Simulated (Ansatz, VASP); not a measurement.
**Two plane-wave programs on Al3BN2**

The input INCAR:

```
  PREC = Accurate
  ENCUT = 600
  EDIFF = 1E-7
  ISMEAR = 0
  SIGMA = 0.15
  LREAL = False
  LASPH = True
  NELM = 120
  ALGO = Normal
  ISIF = 3
  LWAVE = False
  LCHARG = False
  GGA = PE
  IBRION = 2
  NSW = 36
  EDIFFG = -0.08
  GGA_COMPAT = False
  NELMIN = 4
```

File KPOINTS:

```
Automatic mesh
0
Gamma
  4 4 2
```

POSCAR

```
Al3BN2
1.0
    3.7040590100      0.0000000000      0.0000000000
   -1.8520295100      3.2078092000      0.0000000000
    0.0000000000      0.0000000000      6.2867491300
Al B N
3 1 2
Direct
    0.3333333300      0.6666666700      0.0000000000
    0.6666666700      0.3333333300      0.0000000000
    0.0000000000      0.0000000000      0.0000000000
    0.0000000000      0.0000000000      0.5000000000
    0.0000000000      0.0000000000      0.2787058200
    0.0000000000      0.0000000000      0.7212941800
```

Input for Ansatz:

```yaml
crystal:
  lattice:
    - [3.70405901, 0.0, 0.0]
    - [-1.85202951, 3.2078092, 0.0]
    - [0.0, 0.0, 6.28674913]
  atoms:
    - { symbol: Al, position: [0.33333333, 0.66666667, 0.0] }
    - { symbol: Al, position: [0.66666667, 0.33333333, 0.0] }
    - { symbol: Al, position: [0.0, 0.0, 0.0] }
    - { symbol: B, position: [0.0, 0.0, 0.5] }
    - { symbol: "N", position: [0.0, 0.0, 0.27870582] }
    - { symbol: "N", position: [0.0, 0.0, 0.72129418] }
basis:
  ecutwfc: 420
kpoints:
  mp_grid: { grid: [4, 4, 2] }
hamiltonian:
  xc: pbe
scf:
  occupations: { method: gaussian, width: 0.15 }
  lower_state_search: "off"
output:
  forces: true
  stress: true
  eigenvalues: true
relax:
  adjacent_minimum: "off"
  f_tol: 0.08
  max_steps: 16
  cell: { stress_tol: 0.8 }
```

Alike in both runs: task relaxation of cell and atoms; functional PBE; k mesh 4 × 4 × 2; occupations gaussian, width 0.15 eV; no spin polarisation.

|  | VASP | Ansatz |
| --- | --- | --- |
| version | VASP 6.6.1 | Ansatz 0.2.0 |
| potentials or method | VASP PAW PBE potentials, release 64 (Al, B, N), cutoff 600 eV | scalar-relativistic, plane waves, PAW |
| valence electrons in the cell | 22 | 22 |

```csv
,VASP,Ansatz,Ansatz less VASP
"gap on the k mesh at the Fermi level, each at its own relaxed structure (eV)",none,none,-
relaxed volume (Å³/atom),19.78,20.46,+0.684
relaxed cell length with the largest relative difference (Å),4.701,4.786,+0.0857
```

A gap of «none» marks a metal or a gap that the smearing closes.

The k mesh is coarse, so the values compare programs but aren't converged. Noted on VASP's run: the volume moved by over 15 % at a fixed basis, so the end points are rough.
